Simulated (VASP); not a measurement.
Si, 8 atoms in the cell. The structure is tetragonal, space group I-42m (No. 121). Conventional cell: a = 6.691 Å, b = 6.691 Å, c = 3.861 Å, α = 90.00°, β = 90.00°, γ = 90.00°. Si (site symmetry m) has 4 Si at 2.36 to 2.45 Å within 3.1 Å. Si (site symmetry m) has 4 Si at 2.36 to 2.45 Å within 3.1 Å.  This cell differs from its parent crystal: atoms displaced along a vibrational mode.

```yaml
Program: VASP 6.6.1
Task: single point
Functional: PBE
Potentials_or_basis: VASP PAW PBE potentials, release 64 (Si)
Cutoff: 520 eV
k_mesh: 10 × 10 × 4
Occupations: gaussian, width 0.05 eV
Spin: no spin polarisation
Dipole_correction: no
Further_INCAR_settings: ALGO = Normal; EDIFF = 1e-07; NBANDS = 26
```

Potentials or basis: VASP PAW PBE potentials, release 64 (Si).

Launch:

```console
$ cat potpaw_PBE.64/Si/POTCAR > POTCAR
$ mpirun -np 1 vasp_std > vasp.out
```

Hardware: 1 thread of Intel(R) Xeon(R) Platinum 8488C (Sapphire Rapids), on a shared host.

Estimate the wall time of this run.

Run time: 6.4 min on 1 thread of Intel(R) Xeon(R) Platinum 8488C (Sapphire Rapids), on a shared host, peak memory 0.45 GiB. Counts: scf iterations 15, k points 93.
